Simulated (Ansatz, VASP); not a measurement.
## Ge2Sb2O in VASP and in Ansatz

File INCAR:

```
SYSTEM = Ge2Sb2O
PREC     = Accurate       ! precision mode
ENCUT    = 520            ! plane-wave cutoff, eV
EDIFF    = 1E-6           ! SCF threshold, eV
ISMEAR   = 0              ! smearing method
SIGMA    = 0.1            ! smearing width, eV
LREAL    = .False.        ! projectors in reciprocal space
LASPH    = .True.         ! aspherical terms in the spheres
NELM     = 80             ! most SCF steps
ALGO     = Normal         ! electronic algorithm
ISIF     = 2              ! what is computed and relaxed
LWAVE    = .False.        ! write WAVECAR
LCHARG   = .True.         ! write CHGCAR
GGA      = PE             ! functional
LELF     = .True.         ! ELF
LVHAR    = .True.       
NBANDS   = 30             ! bands
```

File KPOINTS:

```
Automatic mesh
0
Gamma
  6 6 4
  0 0 0
```

File POSCAR:

```
Ge2Sb2O
1.0
    4.9105621000      0.0000000000      0.0000000000
   -2.4552810500      4.2526715200      0.0000000000
    0.0000000000      0.0000000000      5.3576044400
Ge Sb O
2 2 1
Direct
    0.3333333300      0.6666666700      0.0000000000
    0.6666666700      0.3333333300      0.0000000000
    0.3333333300      0.6666666700      0.5000000000
    0.6666666700      0.3333333300      0.5000000000
    0.0000000000      0.0000000000      0.0000000000
```

Input for Ansatz:

```yaml
crystal:
  lattice:
    - [4.9105621, 0.0, 0.0]
    - [-2.45528105, 4.25267152, 0.0]
    - [0.0, 0.0, 5.35760444]
  atoms:
    - { symbol: Ge, position: [0.33333333, 0.66666667, 0.0] }
    - { symbol: Ge, position: [0.66666667, 0.33333333, 0.0] }
    - { symbol: Sb, position: [0.33333333, 0.66666667, 0.5] }
    - { symbol: Sb, position: [0.66666667, 0.33333333, 0.5] }
    - { symbol: O, position: [0.0, 0.0, 0.0] }
basis:
  ecutwfc: 420
kpoints:
  mp_grid: { grid: [6, 6, 4] }
hamiltonian:
  xc: pbe
scf:
  occupations: { method: gaussian, width: 0.1 }
  lower_state_search: "off"
output:
  forces: true
  stress: true
  eigenvalues: true
```

Alike in both runs: task single point; functional PBE; k mesh 6 × 6 × 4; occupations gaussian, width 0.1 eV; no spin polarisation.

```csv
,VASP,Ansatz
version,VASP 6.6.1,Ansatz 0.2.0
potentials or method,"VASP PAW PBE potentials, release 64 (Ge_d, Sb, O), cutoff 520 eV","scalar-relativistic, plane waves, PAW"
valence electrons in the cell,44,64
```

VASP gave:

- gap on the k mesh at the Fermi level (eV): none
- pressure (GPa): 2.8
- traceless stress, the component that is largest in VASP (GPa): 9.99

**Question.** Which values does Ansatz return?

**Answer.** gap on the k mesh at the Fermi level (eV): none; pressure (GPa): 2.8; traceless stress, the component that is largest in VASP (GPa): 10.02.

A gap of «none» marks a metal or a gap that the smearing closes. With one functional, cell and mesh, what is left measures potentials, basis and numerics. VASP's potentials hold 44 valence electrons a cell and Ansatz's 64, so a difference there can come from the potentials and not from the codes.

Neither program's run includes spin-orbit coupling.
